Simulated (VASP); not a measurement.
# LiNbO3 (R3c) in VASP: notebook, part 2 of 3

VASP 6.6.1. Earlier steps stand in the parts before.

**4. Single point, LDA (9.84 Å³/atom)**

This run uses another cell than the first one, of 9.84 Å³/atom.

INCAR reads:

```
PREC = Accurate
ENCUT = 750
EDIFF = 1E-6
ISMEAR = 0
SIGMA = 0.02
LREAL = F
LASPH = T
NELM = 120
ALGO = Normal
ISIF = 2
LWAVE = F
LCHARG = F
GGA = CA
NBANDS = 45
GGA_COMPAT = F
```

KPOINTS reads:

```
regular mesh
0
Gamma
  6 6 6
```

POSCAR reads:

```
LiNbO3
1.0
    2.5052457666      1.4464043177      4.5250836129
   -2.5052457666      1.4464043177      4.5250836129
    0.0000000000     -2.8928086356      4.5250836128
Li Nb O
2 2 6
Direct
    0.7045859815      0.7045859815      0.7045859815
    0.2045859815      0.2045859815      0.2045859815
    0.9892126761      0.9892126761      0.9892126761
    0.4892126761      0.4892126761      0.4892126761
    0.8865511454      0.2717043829      0.6143946043
    0.6143946043      0.8865511454      0.2717043829
    0.2717043829      0.6143946043      0.8865511454
    0.7717043829      0.3865511454      0.1143946043
    0.3865511454      0.1143946043      0.7717043829
    0.1143946043      0.7717043829      0.3865511454
```

Potentials or basis: VASP PAW LDA potentials, release 64 (Li_sv, Nb_sv, O).

On the command line:

```sh
cat potpaw_LDA.64/Li_sv/POTCAR potpaw_LDA.64/Nb_sv/POTCAR potpaw_LDA.64/O/POTCAR > POTCAR
mpirun -np 1 vasp_std > vasp.out
```

OUTCAR:

```text
PREC = Accurate
   ENCUT = 750
   EDIFF = 1E-6
   ISMEAR = 0
   LREAL = F
   LASPH = T
   NELM = 120
   ISIF = 2
   GGA = CA

 ion  position               nearest neighbor table
   1  0.705  0.705  0.705-   9 1.96   8 1.96  10 1.96   5 2.18   6 2.18   7 2.18
   2  0.205  0.205  0.205-   6 1.96   5 1.96   7 1.96   8 2.18   9 2.18  10 2.18
   3  0.989  0.989  0.989-   7 1.88   5 1.88   6 1.88   8 2.07  10 2.07   9 2.07
   4  0.489  0.489  0.489-  10 1.88   8 1.88   9 1.88   5 2.07   7 2.07   6 2.07
   5  0.887  0.272  0.614-   3 1.88   2 1.96   4 2.07   1 2.18
   6  0.614  0.887  0.272-   3 1.88   2 1.96   4 2.07   1 2.18
   7  0.272  0.614  0.887-   3 1.88   2 1.96   4 2.07   1 2.18
   8  0.772  0.387  0.114-   4 1.88   1 1.96   3 2.07   2 2.18
   9  0.387  0.114  0.772-   4 1.88   1 1.96   3 2.07   2 2.18
  10  0.114  0.772  0.387-   4 1.88   1 1.96   3 2.07   2 2.18

  LATTYP: Found a trigonal (rhomboedric) cell.
 ALAT       =     5.3707283961
 COS(alpha) =     0.5648246481

  Lattice vectors:

 A1 = (   2.5052457666,   1.4464043177,   4.5250836129)
 A2 = (  -2.5052457666,   1.4464043177,   4.5250836129)
[... 206 lines left out ...]
      4     -37.0636      2.00000
      5     -26.2459      2.00000
      6     -26.2459      2.00000
[... 1141 lines left out ...]
     44      14.0135      0.00000
     45      14.9058      0.00000

 [... further k-points ...]

------------------------ aborting loop because EDIFF is reached ----------------------------------------

  FORCE on cell =-STRESS in cart. coord.  units (eV):
  Direction    XX          YY          ZZ          XY          YZ          ZX
  --------------------------------------------------------------------------------------
  -------------------------------------------------------------------------------------
  Total        2.5731175      2.5731175      2.5187932      0.0000000      0.0000000     -0.0000000
  in kB       41.9036920     41.9036920     41.0190116      0.0000000      0.0000000     -0.0000000
  external PRESSURE =      41.6087985 kB  Pullay stress =       0.0000000 kB

 VOLUME and BASIS-vectors are now :
 -----------------------------------------------------------------------------
  energy-cutoff  :      750.00
  volume of cell :       98.38
      direct lattice vectors                 reciprocal lattice vectors
     2.505245767  1.446404318  4.525083613     0.199581217  0.115228270  0.073663464
    -2.505245767  1.446404318  4.525083613    -0.199581217  0.115228270  0.073663464
     0.000000000 -2.892808636  4.525083613     0.000000000 -0.230456539  0.073663464

 POSITION                                       TOTAL-FORCE (eV/Angst)
 -----------------------------------------------------------------------------------
      0.00000     -0.00000      9.56493         0.000000     -0.000000      0.000938
      0.00000     -0.00000      2.77731         0.000000     -0.000000      0.000938
      0.00000     -0.00000     13.42881         0.000000     -0.000000      0.064457
      0.00000     -0.00000      6.64118         0.000000     -0.000000      0.064457
      1.54034     -0.10202      8.02139        -0.019227      0.022009     -0.021798
     -0.68182      1.38499      8.02139        -0.009447     -0.027656     -0.021798
     -0.85852     -1.28297      8.02139         0.028674      0.005647     -0.021798
      0.96490      1.34438      5.75885         0.019227      0.022009     -0.021798
      0.68182     -1.50782      5.75885         0.009447     -0.027656     -0.021798
     -1.64672      0.16344      5.75885        -0.028674      0.005647     -0.021798
 -----------------------------------------------------------------------------------
    total drift:                               -0.000000      0.000000      0.001359

  FREE ENERGIE OF THE ION-ELECTRON SYSTEM (eV)
  ---------------------------------------------------
  free  energy   TOTEN  =       -87.6057144576 eV

  energy  without entropy=      -87.6057144576  energy(sigma->0) =      -87.60571446
```

OSZICAR:

```text
N       E                     dE             d eps       ncg     rms          rms(c)
DAV:   1     0.992764990034E+03    0.99276E+03   -0.43209E+04  2880   0.210E+03
DAV:   2    -0.552339670813E+01   -0.99829E+03   -0.96075E+03  3455   0.677E+02
DAV:   3    -0.990827951938E+02   -0.93559E+02   -0.92622E+02  4896   0.195E+02
DAV:   4    -0.105055401396E+03   -0.59726E+01   -0.59535E+01  5320   0.379E+01
DAV:   5    -0.105490301309E+03   -0.43490E+00   -0.43466E+00  4376   0.863E+00    0.275E+01
DAV:   6    -0.878325238000E+02    0.17658E+02   -0.72591E+01  4400   0.554E+01    0.900E+00
DAV:   7    -0.877051552937E+02    0.12737E+00   -0.74238E+00  5016   0.165E+01    0.581E+00
DAV:   8    -0.876048023950E+02    0.10035E+00   -0.66726E-01  4528   0.576E+00    0.152E+00
DAV:   9    -0.876055242384E+02   -0.72184E-03   -0.87402E-02  5016   0.229E+00    0.975E-01
DAV:  10    -0.876057696215E+02   -0.24538E-03   -0.18495E-02  4184   0.101E+00    0.909E-02
DAV:  11    -0.876056956395E+02    0.73982E-04   -0.14073E-03  4280   0.233E-01    0.396E-02
DAV:  12    -0.876057111308E+02   -0.15491E-04   -0.17038E-04  4936   0.100E-01    0.244E-02
DAV:  13    -0.876057157443E+02   -0.46135E-05   -0.16598E-05  4064   0.274E-02    0.780E-03
DAV:  14    -0.876057143906E+02    0.13537E-05   -0.42361E-06  3392   0.245E-02    0.301E-03
DAV:  15    -0.876057144576E+02   -0.67022E-07   -0.70740E-07  1920   0.679E-03
   1 F= -.87605714E+02 E0= -.87605714E+02  d E =-.435896E-73
```

stdout:

```text
POSCAR found type information on POSCAR LiNbO
 POSCAR found :  3 types and      10 ions
 scaLAPACK will be used
 LDA part: xc-table for (Slater(with rela. corr.)+CA(PZ))
 , standard interpolation
 POSCAR, INCAR and KPOINTS ok, starting setup
 FFT: planning ... GRIDC
 FFT: planning ... GRID_SOFT
 FFT: planning ... GRID
 WAVECAR not read
 entering main loop
```

Wall time 5.1 min (1 thread of Oxide Virtual Turin-like, shared host); peak memory 0.34 GiB.

What came out:

| Property | Result |
| --- | --- |
| Free energy | -87.6057 eV |
| Pressure | 4.2 GPa |
| Largest force | 0.064 eV/Å |
| Band gap on the k mesh | 3.56 eV (least direct gap 3.62 eV) |

Forces in eV/Å, atoms in the order of the input:
```
Li   0.000  0.000  0.001
Li   0.000  0.000  0.001
Nb   0.000  0.000  0.064
Nb   0.000  0.000  0.064
O   -0.019  0.022 -0.022
O   -0.009 -0.028 -0.022
O    0.029  0.006 -0.022
O    0.019  0.022 -0.022
O    0.009 -0.028 -0.022
O   -0.029  0.006 -0.022
```

Stress tensor (GPa, compression positive):
```
4.19 0.00 0.00
0.00 4.19 0.00
0.00 0.00 4.10
```

Caveat: the cell stands under pressure.

**5. Single point, LDA**

This run uses another cell than the first one, of 10.14 Å³/atom.

INCAR reads:

```
SYSTEM = LiNbO3
  PREC = Accurate
  ENCUT = 750
  EDIFF = 1E-6
  ISMEAR = 0
  SIGMA = 0.02
  LREAL = .False.
  LASPH = .True.
  NELM = 120
  ALGO = Normal
  ISIF = 2
  LWAVE = .False.
  LCHARG = .False.
  NBANDS = 45
  GGA_COMPAT = .False.
```

KPOINTS reads:

```
Automatic mesh
0
Gamma
  6 6 6
  0 0 0
```

POSCAR reads:

```
LiNbO3
1.0
    2.5330331568      1.4624473750      4.5632451266
   -2.5330331568      1.4624473750      4.5632451266
    0.0000000000     -2.9248947500      4.5632451266
Li Nb O
2 2 6
Direct
    0.7055277281      0.7055277281      0.7055277281
    0.2055277281      0.2055277281      0.2055277281
    0.9890957860      0.9890957860      0.9890957860
    0.4890957860      0.4890957860      0.4890957860
    0.8814094941      0.2695722776      0.6208435044
    0.6208435044      0.8814094941      0.2695722776
    0.2695722776      0.6208435044      0.8814094941
    0.7695722776      0.3814094941      0.1208435044
    0.3814094941      0.1208435044      0.7695722776
    0.1208435044      0.7695722776      0.3814094941
```

On the command line:

```sh
cat potpaw_LDA.64/Li_sv/POTCAR potpaw_LDA.64/Nb_sv/POTCAR potpaw_LDA.64/O/POTCAR > POTCAR
mpirun -np 1 vasp_std > vasp.out
```

It took 5.2 min on 1 thread of Oxide Virtual Turin-like, shared host; peak memory 0.35 GiB.

Results (log left out):

```
Free energy            : -87.6486 eV
Pressure               : 0.0 GPa
Largest force          : 0.071 eV/Å
Band gap on the k mesh : 3.51 eV (least direct gap 3.53 eV)
```

Forces on the atoms (eV/Å):
```
Li   0.000  0.000  0.002
Li   0.000  0.000  0.002
Nb   0.000  0.000  0.071
Nb   0.000  0.000  0.071
O   -0.020  0.024 -0.025
O   -0.011 -0.029 -0.025
O    0.031  0.005 -0.025
O    0.020  0.024 -0.025
O    0.011 -0.029 -0.025
O   -0.031  0.005 -0.025
```

Stress tensor (GPa, compression positive):
```
 0.05  0.00  0.00
 0.00  0.05  0.00
 0.00  0.00 -0.06
```

Levels at points of the mesh, in eV from the valence-band top:
| k point | band 32 | band 33 | band 34 | band 35 | band 36 | band 37 |
| --- | --- | --- | --- | --- | --- | --- |
| (0.00, 0.00, 0.00) | -0.52 | -0.02 | -0.02 | 3.51 | 3.51 | 3.94 |
| (0.50, 0.00, 0.00) | -0.29 | -0.19 | -0.19 | 3.92 | 3.92 | 4.77 |
| (0.50, 0.50, 0.00) | -0.67 | -0.43 | -0.23 | 3.58 | 4.08 | 4.60 |
| (0.50, 0.50, 0.50) | -0.30 | -0.30 | -0.30 | 4.69 | 4.69 | 4.91 |

A k mesh can miss the band edges.

**6. Single point, LDA (10.45 Å³/atom)**

This run uses another cell than the first one, of 10.45 Å³/atom.

INCAR reads:

```
SYSTEM = LiNbO3
PREC     = Accurate       ! precision mode
ENCUT    = 750            ! plane-wave cutoff, eV
EDIFF    = 1E-6           ! SCF threshold, eV
ISMEAR   = 0              ! smearing method
SIGMA    = 0.02           ! smearing width, eV
LREAL    = .False.        ! projectors in reciprocal space
LASPH    = .True.         ! aspherical terms in the spheres
NELM     = 120            ! most SCF steps
ALGO     = Normal         ! electronic algorithm
ISIF     = 2              ! what is computed and relaxed
LWAVE    = .False.        ! write WAVECAR
LCHARG   = .True.         ! write CHGCAR
LELF     = .True.         ! ELF
LVHAR    = .True.       
NBANDS   = 45             ! bands
GGA_COMPAT= .False.
```

KPOINTS reads:

```
regular mesh
0
Gamma
  6 6 6
  0 0 0
```

POSCAR reads:

```
LiNbO3
1.0
    2.5608241429      1.4784925082      4.5986807552
   -2.5608241429      1.4784925082      4.5986807552
    0.0000000000     -2.9569850165      4.5986807552
Li Nb O
2 2 6
Direct
    0.7060120299      0.7060120299      0.7060120299
    0.2060120299      0.2060120299      0.2060120299
    0.9889176166      0.9889176166      0.9889176166
    0.4889176166      0.4889176166      0.4889176166
    0.8761272339      0.2678945653      0.6274973445
    0.6274973445      0.8761272339      0.2678945653
    0.2678945653      0.6274973445      0.8761272339
    0.7678945653      0.3761272339      0.1274973445
    0.3761272339      0.1274973445      0.7678945653
    0.1274973445      0.7678945653      0.3761272339
```

Potentials or basis: VASP PAW LDA potentials, release 64 (Li_sv, Nb_sv, O).

On the command line:

```sh
cat potpaw_LDA.64/Li_sv/POTCAR potpaw_LDA.64/Nb_sv/POTCAR potpaw_LDA.64/O/POTCAR > POTCAR
mpirun -np 1 vasp_std > vasp.out
```

OUTCAR:

```text
SYSTEM = LiNbO3
   PREC = Accurate
   ENCUT = 750
   EDIFF = 1E-6
   ISMEAR = 0
   LREAL = .False.
   LASPH = .True.
   NELM = 120
   ISIF = 2

 ion  position               nearest neighbor table
   1  0.706  0.706  0.706-  10 2.05   8 2.05   9 2.05   7 2.23   6 2.23   5 2.23
   2  0.206  0.206  0.206-   7 2.05   5 2.05   6 2.05  10 2.23   9 2.23   8 2.23
   3  0.989  0.989  0.989-   6 1.88   5 1.88   7 1.88   9 2.10  10 2.10   8 2.10
   4  0.489  0.489  0.489-   9 1.88   8 1.88  10 1.88   6 2.10   7 2.10   5 2.10
   5  0.876  0.268  0.627-   3 1.88   2 2.05   4 2.10   1 2.23
   6  0.627  0.876  0.268-   3 1.88   2 2.05   4 2.10   1 2.23
   7  0.268  0.627  0.876-   3 1.88   2 2.05   4 2.10   1 2.23
[... 1377 lines left out ...]

 VOLUME and BASIS-vectors are now :
 -----------------------------------------------------------------------------
  energy-cutoff  :      750.00
  volume of cell :      104.47
      direct lattice vectors                 reciprocal lattice vectors
     2.560824143  1.478492508  4.598680755     0.195249643  0.112727434  0.072484556
    -2.560824143  1.478492508  4.598680755    -0.195249643  0.112727434  0.072484556
     0.000000000 -2.956985017  4.598680755     0.000000000 -0.225454868  0.072484556

 POSITION                                       TOTAL-FORCE (eV/Angst)
 -----------------------------------------------------------------------------------
      0.00000     -0.00000      9.74017         0.000000      0.000000     -0.000806
      0.00000     -0.00000      2.84215         0.000000      0.000000     -0.000806
      0.00000     -0.00000     13.64315         0.000000     -0.000000      0.072504
      0.00000     -0.00000      6.74513         0.000000     -0.000000      0.072504
      1.55758     -0.16407      8.14665        -0.021751      0.025018     -0.023899
     -0.63670      1.43094      8.14665        -0.010791     -0.031346     -0.023899
     -0.92088     -1.26686      8.14665         0.032542      0.006327     -0.023899
      1.00325      1.31442      5.84731         0.021751      0.025018     -0.023899
      0.63670     -1.52605      5.84731         0.010791     -0.031346     -0.023899
     -1.63994      0.21163      5.84731        -0.032542      0.006327     -0.023899
 -----------------------------------------------------------------------------------
    total drift:                               -0.000000      0.000000      0.000579

  FREE ENERGIE OF THE ION-ELECTRON SYSTEM (eV)
  ---------------------------------------------------
  free  energy   TOTEN  =       -87.6184221075 eV

  energy  without entropy=      -87.6184221075  energy(sigma->0) =      -87.61842211
```

OSZICAR:

```text
N       E                     dE             d eps       ncg     rms          rms(c)
DAV:   1     0.986541898615E+03    0.98654E+03   -0.42800E+04  2880   0.208E+03
DAV:   2    -0.627520375828E+01   -0.99282E+03   -0.95584E+03  3559   0.669E+02
DAV:   3    -0.987556783900E+02   -0.92480E+02   -0.91489E+02  4776   0.192E+02
DAV:   4    -0.104831008663E+03   -0.60753E+01   -0.60534E+01  5344   0.391E+01
DAV:   5    -0.105261793374E+03   -0.43078E+00   -0.43050E+00  4376   0.852E+00    0.270E+01
DAV:   6    -0.879422977284E+02    0.17319E+02   -0.74798E+01  4344   0.547E+01    0.932E+00
DAV:   7    -0.877265433729E+02    0.21575E+00   -0.79524E+00  5032   0.172E+01    0.559E+00
DAV:   8    -0.876202899162E+02    0.10625E+00   -0.69119E-01  4504   0.594E+00    0.155E+00
DAV:   9    -0.876187286962E+02    0.15612E-02   -0.98886E-02  4792   0.251E+00    0.950E-01
DAV:  10    -0.876184708048E+02    0.25789E-03   -0.21369E-02  4472   0.113E+00    0.103E-01
DAV:  11    -0.876184109529E+02    0.59852E-04   -0.15962E-03  4664   0.261E-01    0.437E-02
DAV:  12    -0.876184198359E+02   -0.88830E-05   -0.19703E-04  4904   0.122E-01    0.191E-02
DAV:  13    -0.876184227192E+02   -0.28833E-05   -0.18129E-05  4656   0.263E-02    0.914E-03
DAV:  14    -0.876184221075E+02    0.61168E-06   -0.33261E-06  2984   0.179E-02
   1 F= -.87618422E+02 E0= -.87618422E+02  d E =-.148224E-15
```

Wall time 7.2 min (1 thread of Oxide Virtual Turin-like, shared host); peak memory 0.37 GiB.

What came out:

| Item | Value |
| --- | --- |
| Free energy | -87.6184 eV |
| Pressure | -3.5 GPa |
| Largest force | 0.073 eV/Å |
| Band gap on the k mesh | 3.44 eV (least direct gap 3.45 eV) |

Forces in eV/Å, atoms in the order of the input:
```
Li   0.000  0.000 -0.001
Li   0.000  0.000 -0.001
Nb   0.000  0.000  0.073
Nb   0.000  0.000  0.073
O   -0.022  0.025 -0.024
O   -0.011 -0.031 -0.024
O    0.033  0.006 -0.024
O    0.022  0.025 -0.024
O    0.011 -0.031 -0.024
O   -0.033  0.006 -0.024
```

Stress tensor (GPa, compression positive):
```
-3.42  0.00  0.00
 0.00 -3.42  0.00
 0.00  0.00 -3.54
```

Caveat: the cell stands under tension. A k mesh can miss the band edges.

(Part 2 of 3 ends here.)
